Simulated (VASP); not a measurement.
# SrIn2Te2S2 (P1) in VASP: single point with PBE

Aim: the single point of SrIn2Te2S2 with PBE.

All numbers are computed with VASP 6.6.1; they aren't measurements. Logs are shortened: lines on timing, memory, paths and dates and some standing lists are left out, and cuts for length are marked.

## Step 1: The cell of the first run

The typed cell holds 7 atoms: a = 6.014 Å, b = 7.003 Å, c = 6.984 Å, α = 113.05°, β = 90.01°, γ = 115.40°.

## Step 2: Single point, PBE

File INCAR:

```
SYSTEM = SrIn2Te2S2
PREC = Accurate
ENCUT = 520
EDIFF = 1E-6
ISMEAR = 0
SIGMA = 0.1
LREAL = .FALSE.
LASPH = .TRUE.
NELM = 100
ALGO = Normal
ISIF = 2
LWAVE = .FALSE.
LCHARG = .FALSE.
GGA = PE
NBANDS = 39
```

File KPOINTS:

```
Automatic mesh
0
G
  4 4 2
  0 0 0
```

File POSCAR:

```
SrIn2Te2S2
1.0
    0.0002272488     -6.0138618889      0.0000950301
   -6.3243393846      3.0042161279     -0.1599691344
    3.1857976623      0.0012598844     -6.2151679033
Sr In Te S
1 2 2 2
Direct
    0.0195522087      0.0000343825      0.0000921573
    0.3034274311      0.7126888184      0.4992171563
    0.5908542112      0.2872974365      0.5006339343
    0.5966443483      0.1637163706      0.8452650018
    0.4330222525      0.8361736233      0.1546103300
    0.1857640697      0.3150351616      0.4630668523
    0.8707354784      0.6850542071      0.5371145680
```

Potentials or basis: VASP PAW PBE potentials, release 64 (Sr_sv, In_d, Te, S).

Run with:

```
> cat potpaw_PBE.64/Sr_sv/POTCAR potpaw_PBE.64/In_d/POTCAR potpaw_PBE.64/Te/POTCAR potpaw_PBE.64/S/POTCAR > POTCAR
> mpirun -np 1 vasp_std > vasp.out
```

OUTCAR:

```text
SYSTEM = SrIn2Te2S2
   PREC = Accurate
   ENCUT = 520
   EDIFF = 1E-6
   ISMEAR = 0
   LREAL = .FALSE.
   LASPH = .TRUE.
   NELM = 100
   ISIF = 2
   GGA = PE

 ion  position               nearest neighbor table
   1  0.020  0.000  0.000-   7 2.97   6 2.97   5 3.48   4 3.48   5 3.52   4 3.52   3 4.08   2 4.08
                             2 4.36   3 4.36
   2  0.303  0.713  0.499-   6 2.47   7 2.55   4 2.86   5 2.86   3 3.63   1 4.08   1 4.36
   3  0.591  0.287  0.501-   7 2.47   6 2.55   5 2.86   4 2.86   2 3.63   1 4.08   1 4.36
   4  0.597  0.164  0.845-   2 2.86   3 2.86   1 3.48   1 3.52   5 3.58
   5  0.433  0.836  0.155-   3 2.86   2 2.86   1 3.48   1 3.52   4 3.58
   6  0.186  0.315  0.463-   2 2.47   3 2.55   1 2.97
   7  0.871  0.685  0.537-   3 2.47   2 2.55   1 2.97

  LATTYP: Found a triclinic cell.
 ALAT       =    11.0200154140
 B/A-ratio  =     0.5457217316
 C/A-ratio  =     0.6337647832
 COS(alpha) =     0.0001772186
 COS(beta)  =     0.2490088526
 COS(gamma) =     0.8188070356

  Lattice vectors:

 A1 = (  -6.3238848870,  -9.0235076499,  -0.1597790742)
 A2 = (   0.0002272488,  -6.0138618889,   0.0000950301)
 A3 = (  -3.1857976623,  -0.0012598844,   6.2151679033)

Analysis of symmetry for initial positions (statically):
=====================================================================
 Subroutine PRICEL returns:
 Original cell was already a primitive cell.

 Routine SETGRP: Setting up the symmetry group for a
 triclinic supercell.

 Subroutine GETGRP returns: Found  1 space group operations
 (whereof  1 operations were pure point group operations)
 out of a pool of  2 trial point group operations.

The static configuration has the point symmetry C_1 .

Analysis of symmetry for dynamics (positions and initial velocities):
=====================================================================
 Subroutine PRICEL returns:
 Original cell was already a primitive cell.

 Routine SETGRP: Setting up the symmetry group for a
 triclinic supercell.

 Subroutine GETGRP returns: Found  1 space group operations
 (whereof  1 operations were pure point group operations)
 out of a pool of  2 trial point group operations.

The dynamic configuration has the point symmetry C_1 .

 Subroutine INISYM returns: Found  1 space group operations
 (whereof  1 operations are pure point group operations),
 and found     1 'primitive' translations

----------------------------------------------------------------------------------------

                                     Primitive cell

  volume of cell :     239.4455

  direct lattice vectors                    reciprocal lattice vectors
     0.000227249 -6.013861889  0.000095030    -0.077978091 -0.166286080 -0.040004055
    -6.324339385  3.004216128 -0.159969134    -0.156098799 -0.000007163 -0.080013799
     3.185797662  0.001259884 -6.215167903     0.004016558 -0.000002358 -0.158837875

  length of vectors
     6.013861894  7.003440106  6.984097680     0.187967996  0.175411069  0.158888651

  position of ions in fractional coordinates (direct lattice)
     0.019552209  0.000034382  0.000092157
     0.303427431  0.712688818  0.499217156
     0.590854211  0.287297436  0.500633934
     0.596644348  0.163716371  0.845265002
     0.433022253  0.836173623  0.154610330
     0.185764070  0.315035162  0.463066852
     0.870735478  0.685054207  0.537114568

  ion indices of the primitive-cell ions
   primitive index   ion index
                 1           1
                 2           2
                 3           3
                 4           4
                 5           5
                 6           6
                 7           7

----------------------------------------------------------------------------------------

 KPOINTS: Automatic mesh

Automatic generation of k-mesh.
 Grid dimensions read from file:
 generate k-points for:    4    4    2

 Generating k-lattice:

  Cartesian coordinates                     Fractional coordinates (reciprocal lattice)
    -0.019494523 -0.041571520 -0.010001014     0.250000000 -0.000000000  0.000000000
    -0.039024700 -0.000001791 -0.020003450     0.000000000  0.250000000 -0.000000000
     0.002008279 -0.000001179 -0.079418938    -0.000000000  0.000000000  0.500000000

  Length of vectors
     0.046991999  0.043852767  0.079444325

  Shift w.r.t. Gamma in fractional coordinates (k-lattice)
     0.000000000  0.000000000  0.000000000

 Subroutine IBZKPT returns following result:
 ===========================================

 Found     20 irreducible k-points:

 Following reciprocal coordinates:
            Coordinates               Weight
  0.000000  0.000000  0.000000      1.000000
  0.250000  0.000000 -0.000000      2.000000
  0.500000  0.000000 -0.000000      1.000000
  0.000000  0.250000 -0.000000      2.000000
  0.250000  0.250000 -0.000000      2.000000
  0.500000  0.250000 -0.000000      2.000000
[... 12 lines left out ...]
  0.250000  0.500000  0.500000      2.000000
  0.500000  0.500000  0.500000      1.000000
   k-points           NKPTS =     20   k-points in BZ     NKDIM =     20   number of bands    NBANDS=     39
   number of dos      NEDOS =    301   number of ions     NIONS =      7
   total plane-waves  NPLWV = 139968
   dimension x,y,z NGX =    48 NGY =   54 NGZ =   54
   dimension x,y,z NGXF=    96 NGYF=  108 NGZF=  108
   ions per type =               1   2   2   2
   NGX,Y,Z   is equivalent  to a cutoff of  13.27, 12.82, 12.85 a.u.
   NGXF,Y,Z  is equivalent  to a cutoff of  26.54, 25.64, 25.71 a.u.
 SYSTEM =  SrIn2Te2S2
   PREC   = accura    normal or accurate (medium, high low for compatibility)
   ISTART =      0    job   : 0-new  1-cont  2-samecut
   ICHARG =      2    charge: 1-file 2-atom 10-const
   ISPIN  =      1    spin polarized calculation?
   LNONCOLLINEAR =      F non collinear calculations
   LSORBIT =      F    spin-orbit coupling
   LASPH  =      T    aspherical Exc in radial PAW
   ENCUT  =  520.0 eV  38.22 Ry    6.18 a.u.  11.18 13.02 12.99*2*pi/ulx,y,z
   NELM   =    100;   NELMIN=  2; NELMDL= -5     # of ELM steps
   EDIFF  = 0.1E-05   stopping-criterion for ELM
   LREAL  =      F    real-space projection
   EDIFFG = 0.1E-04   stopping-criterion for IOM
   NSW    =      0    number of steps for IOM
   IBRION =     -1    ionic relax: 0-MD 1-quasi-New 2-CG
   NFREE  =      0    steps in history (QN), initial steepest desc. (CG)
   ISIF   =      2    stress and relaxation
   ISYM   =      2    0-nonsym 1-usesym 2-fastsym
   POTIM  = 0.5000    time-step for ionic-motion
   TEBEG  =    0.0;   TEEND  =   0.0 temperature during run
   PSTRESS=    0.0 pullay stress
   NELECT =      60.0000    total number of electrons
   NUPDOWN=      -1.0000    fix difference up-down
   EMIN   =  10.00;   EMAX   =-10.00  energy-range for DOS
   EFERMI =   0.00;   METHOD = LEGACY
   ISMEAR =     0;   SIGMA  =   0.10  broadening in eV -4-tet -1-fermi 0-gaus
   EFERMI_NEDOS =   21; number of points for ismear=-14 and -15
   IALGO  =     38    algorithm
   IMIX   =      4    mixing-type and parameters
     AMIX     =   0.40;   BMIX     =  1.00
     AMIX_MAG =   1.60;   BMIX_MAG =  1.00
  volume/ion in A,a.u.               =      34.21       230.84
  Fermi-wavevector in a.u.,A,eV,Ry     =   1.032103  1.950392 14.493421  1.065236
  Thomas-Fermi vector in A             =   2.166284
   LORBIT       =      0    0 simple, 1 ext, 2 COOP (PROOUT), +10 PAW based schemes
   GGA     = PE    functional components
   LHFCALC =     F    Hartree Fock is set to
   AEXX    =    0.0000 exact exchange contribution
   IVDW    =     0    specifies the selected vdW correction
   LEPSILON=     F    determine dielectric tensor
   LRPA    =     F    only Hartree local field effects (RPA)
 non-spin polarized calculation
 Gauss-broadening in eV      SIGMA  =   0.10
  energy-cutoff  :      520.00
  volume of cell :      239.45
 maximum number of plane-waves:      6461
 NGX is ok and might be reduce to    48
   NGX = 23   NGY = 27   NGZ = 25

 number of electron      60.0000001 magnetization

 Free energy of the ion-electron system (eV)
  ---------------------------------------------------
  ext. energy  EPLUGINS =         0.00000000
  ---------------------------------------------------
  free energy    TOTEN  =       -27.01754361 eV

  energy without entropy =      -27.01754361  energy(sigma->0) =      -27.01754361

 E-fermi :   3.3282     XC(G=0):  -8.2503

 val. band max:        2.7840225232   @ k =   0.0000   0.0000   0.0000
 cond. band min:       4.3182944431   @ k =  -0.0000   0.2500   0.5000
 fundamental gap:      1.5342719199
 Fermi energy:         3.3282070353

 k-point     1 :       0.0000    0.0000    0.0000
  band No.  band energies     occupation
      1     -32.1217      2.00000
      2     -14.1984      2.00000
      3     -14.1196      2.00000
      4     -14.0812      2.00000
      5     -11.3751      2.00000
      6     -11.2661      2.00000
[... 31 lines left out ...]
     38       7.9524      0.00000
     39       8.6044      0.00000

 k-point     2 :       0.2500    0.0000   -0.0000
  band No.  band energies     occupation
      1     -32.1217      2.00000
      2     -14.1976      2.00000
      3     -14.1262      2.00000
      4     -14.0810      2.00000
      5     -11.3584      2.00000
      6     -11.2778      2.00000
[... 31 lines left out ...]
     38       7.8931      0.00000
     39       8.1830      0.00000

 k-point     3 :       0.5000    0.0000   -0.0000
  band No.  band energies     occupation
      1     -32.1217      2.00000
      2     -14.1969      2.00000
      3     -14.1328      2.00000
      4     -14.0807      2.00000
      5     -11.3362      2.00000
      6     -11.2934      2.00000
[... 664 lines left out ...]
 k-point    19 :       0.2500    0.5000    0.5000
  band No.  band energies     occupation
      1     -32.1217      2.00000
      2     -14.1980      2.00000
      3     -14.1261      2.00000
      4     -14.0818      2.00000
      5     -11.3981      2.00000
      6     -11.2502      2.00000
[... 31 lines left out ...]
     38       7.5383      0.00000
     39       7.9353      0.00000

 k-point    20 :       0.5000    0.5000    0.5000
  band No.  band energies     occupation
      1     -32.1217      2.00000
      2     -14.1968      2.00000
      3     -14.1326      2.00000
      4     -14.0815      2.00000
      5     -11.3405      2.00000
      6     -11.2884      2.00000
[... 31 lines left out ...]
     38       7.5922      0.00000
     39       7.8924      0.00000

------------------------ aborting loop because EDIFF is reached ----------------------------------------

  FORCE on cell =-STRESS in cart. coord.  units (eV):
  Direction    XX          YY          ZZ          XY          YZ          ZX
  --------------------------------------------------------------------------------------
  -------------------------------------------------------------------------------------
  Total       -0.0374211      0.0857359      0.0896978     -0.0065904      0.0011967     -0.0198541
  in kB       -0.2503916      0.5736756      0.6001854     -0.0440980      0.0080073     -0.1328478
  external PRESSURE =       0.3078231 kB  Pullay stress =       0.0000000 kB

 VOLUME and BASIS-vectors are now :
 -----------------------------------------------------------------------------
  energy-cutoff  :      520.00
  volume of cell :      239.45
      direct lattice vectors                 reciprocal lattice vectors
     0.000227249 -6.013861889  0.000095030    -0.077978091 -0.166286080 -0.040004055
    -6.324339385  3.004216128 -0.159969134    -0.156098799 -0.000007163 -0.080013799
     3.185797662  0.001259884 -6.215167903     0.004016558 -0.000002358 -0.158837875

 POSITION                                       TOTAL-FORCE (eV/Angst)
 -----------------------------------------------------------------------------------
      0.00008     -0.11748     -0.00058        -0.000215      0.008977      0.000755
     -2.91681      0.31693     -3.21670         0.018666      0.000884     -0.001137
     -0.22191     -2.68958     -3.15743        -0.018137      0.001039     -0.001143
      1.65758     -3.09523     -5.27960         0.001110     -0.006272     -0.003988
     -4.79559     -0.09189     -1.09465        -0.001419     -0.005557      0.002985
     -0.51711     -0.17014     -2.92842        -0.011922      0.000048     -0.015123
     -2.62118     -3.17776     -3.44776         0.011915      0.000881      0.017651
 -----------------------------------------------------------------------------------
    total drift:                               -0.000093     -0.000638     -0.000025

  FREE ENERGIE OF THE ION-ELECTRON SYSTEM (eV)
  ---------------------------------------------------
  free  energy   TOTEN  =       -27.0175436129 eV

  energy  without entropy=      -27.0175436129  energy(sigma->0) =      -27.01754361
```

It took 4.5 min on 1 thread of Intel Xeon Platinum 8375C at 2.90GHz (Ice Lake), shared host; peak memory 0.48 GiB.

Results:

```
Free energy            : -27.0175 eV
Pressure               : 0.0 GPa
Largest force          : 0.021 eV/Å
Band gap on the k mesh : 1.53 eV (least direct gap 1.63 eV)
```

Forces on the atoms (eV/Å):
```
Sr   0.000  0.009  0.001
In   0.019  0.001 -0.001
In  -0.018  0.001 -0.001
Te   0.001 -0.006 -0.004
Te  -0.001 -0.006  0.003
S   -0.012  0.000 -0.015
S    0.012  0.001  0.018
```

Stress tensor (GPa, compression positive):
```
-0.03  0.00 -0.01
 0.00  0.06  0.00
-0.01  0.00  0.06
```

Caveat: the k points lie up to 0.45 Å⁻¹ apart; spin-orbit coupling is left out, which moves the levels of the heavy elements. A k mesh can miss the band edges.
